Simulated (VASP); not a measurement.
The system is Ta2Si4B.

```xyz
7
Lattice="5.8097 0.0000 0.0000 0.0000 5.8097 0.0000 0.0000 0.0000 3.3789" Properties=species:S:1:pos:R:3 pbc="T T T"
Ta    2.9048    0.0000    1.6894
Ta    0.0000    2.9048    1.6894
Si    1.3550    1.3550    0.0000
Si    4.4547    1.3550    0.0000
Si    4.4547    4.4547    0.0000
Si    1.3550    4.4547    0.0000
B     0.0000    0.0000    0.0000
```

| Quantity | Value |
| --- | --- |
| Program | VASP 6.6.1 |
| Task | relaxation of cell and atoms |
| Functional | PBE |
| Potentials or basis | VASP PAW PBE potentials, release 64 (Ta_sv_GW, Si, B) |
| Cutoff | 560 eV |
| k mesh | 4 × 4 × 6 |
| Occupations | gaussian, width 0.1 eV |
| Spin | no spin polarisation |

At the start: pressure 5.4 GPa; volume 16.29 Å³/atom.

Q: How do energy, volume and symmetry change on relaxing?

A: Over 8 steps the energy falls by 24.3 meV/atom and the volume is 16.68 Å³/atom (+2.4 %); space group P4/mmm (No. 123, to 0.1 Å) before and after.

Step by step:
| step | energy change (eV) | largest force (eV/Å) | pressure (GPa) | volume (Å³) |
| --- | --- | --- | --- | --- |
| 1 | 0.0000 | 1.0515 | 5.35 | 114.04 |
| 2 | -0.0379 | 0.2523 | -6.21 | 123.25 |
| 3 | -0.1414 | 0.2760 | -1.33 | 118.84 |
| 4 | -0.1656 | 0.1262 | -0.39 | 117.38 |
| 5 | -0.1688 | 0.0577 | 0.06 | 116.63 |
| 6 | -0.1688 | 0.0466 | 0.21 | 116.52 |
| 7 | -0.1688 | 0.0508 | 0.18 | 116.57 |
| 8 | -0.1698 | 0.0097 | -0.17 | 116.76 |

Final structure:
```cif
data_structure
_symmetry_space_group_name_H-M 'P 1'
_symmetry_Int_Tables_number 1
_cell_length_a 5.8981
_cell_length_b 5.8981
_cell_length_c 3.3562
_cell_angle_alpha 90.000
_cell_angle_beta 90.000
_cell_angle_gamma 90.000
_cell_volume 116.76
loop_
_atom_site_label
_atom_site_type_symbol
_atom_site_fract_x
_atom_site_fract_y
_atom_site_fract_z
_atom_site_occupancy
Ta1 Ta 0.50000 0.00000 0.50000 1
Ta2 Ta 0.00000 0.50000 0.50000 1
Si1 Si 0.24003 0.24003 0.00000 1
Si2 Si 0.75997 0.24003 0.00000 1
Si3 Si 0.75997 0.75997 0.00000 1
Si4 Si 0.24003 0.75997 0.00000 1
B1 B 0.00000 0.00000 0.00000 1
```

Caveat: an odd number of electrons without spin polarisation forces a metal; a magnetic or distorted state may lie lower.
